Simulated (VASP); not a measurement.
Set up this calculation in VASP 6.6.1, as the native input.

- Task: single point
- Functional: r2SCAN
- Potentials or basis: VASP PAW PBE potentials, release 64 (Ta_pv, N)
- Cutoff: 520 eV
- k mesh: 7 × 7 × 4
- Occupations: gaussian, width 0.05 eV
- Spin: collinear spin, antiferromagnetic start
- Starting moments: [2.0, -2.0, 0.0, 0.0] μB
- Hubbard terms: Ta d U = 1.0 eV
- Dipole correction: no
- Further INCAR settings: ALGO = Normal; EDIFF = 1e-06; NBANDS = 28

Crystal: TaN.

```
CELL_PARAMETERS angstrom
3.05000 0.00000 0.00000
-1.52500 2.64138 0.00000
0.00000 0.00000 4.94000
ATOMIC_POSITIONS crystal
Ta 0.33333 0.66667 0.00000
Ta 0.66667 0.33333 0.50000
N 0.33333 0.66667 0.38500
N 0.66667 0.33333 0.88500
```

The input as run:

POSCAR

```
TaN
1.0
    3.0500020400      0.0000000000      0.0000000000
   -1.5250010200      2.6413792500      0.0000000000
    0.0000000000      0.0000000000      4.9400015300
Ta N
2 2
Direct
    0.3333333333      0.6666666667      0.0000000000
    0.6666666667      0.3333333333      0.5000000000
    0.3333333333      0.6666666667      0.3850000000
    0.6666666667      0.3333333333      0.8850000000
```

INCAR.step1

```
SYSTEM = TaN
PREC = Accurate
ENCUT = 520
ISMEAR = 0
SIGMA = 0.05
LREAL = .FALSE.
LASPH = .TRUE.
NELM = 150
ISPIN = 2
MAGMOM = 2 -2 0 0
LMAXMIX = 4
LDAU = .TRUE.
LDAUTYPE = 2
LDAUL = 2 -1
LDAUU = 1 0
LDAUJ = 0 0
NBANDS = 28
GGA = PE
ALGO = Normal
EDIFF = 1E-4
LWAVE = .TRUE.
LCHARG = .FALSE.
```

INCAR.step2

```
SYSTEM = TaN
PREC = Accurate
ENCUT = 520
EDIFF = 1E-6
ISMEAR = 0
SIGMA = 0.05
LREAL = .FALSE.
LASPH = .TRUE.
NELM = 150
ALGO = Normal
ISIF = 2
LWAVE = .FALSE.
LCHARG = .FALSE.
ISPIN = 2
MAGMOM = 2 -2 0 0
LORBIT = 11
LMAXMIX = 4
LDAU = .TRUE.
LDAUTYPE = 2
LDAUL = 2 -1
LDAUU = 1 0
LDAUJ = 0 0
LDAUPRINT = 1
METAGGA = R2SCAN
LMIXTAU = .TRUE.
NBANDS = 28
ISTART = 1
```

KPOINTS

```
regular mesh
0
G
  7 7 4
  0 0 0
```

Potentials or basis: VASP PAW PBE potentials, release 64 (Ta_pv, N).

Command:

```console
$ cat potpaw_PBE.64/Ta_pv/POTCAR potpaw_PBE.64/N/POTCAR > POTCAR
$ cp INCAR.step1 INCAR
$ mpirun -np 1 vasp_std > vasp.out
$ cp INCAR.step2 INCAR
$ mpirun -np 1 vasp_std > vasp.out
```

Results of the run:

* Pressure: 142.4 GPa
* Largest force: 2.251 eV/Å
* Band gap on the k mesh: zero (filled and empty bands overlap)
* Net moment: 0.00 μB per cell
* Valence electrons inside the program's atomic spheres: Ta 9.81; N 4.10

Caveat: the PAW data sets were made with another functional, which shifts forces and pressure a little; spin-orbit coupling is left out, which moves the levels of the heavy elements.

It took 2.4 min on 1 thread of Intel(R) Xeon(R) Platinum 8259CL CPU @ 2.50GHz (Skylake/Cascade Lake) (shared host), peak memory 0.21 GiB.
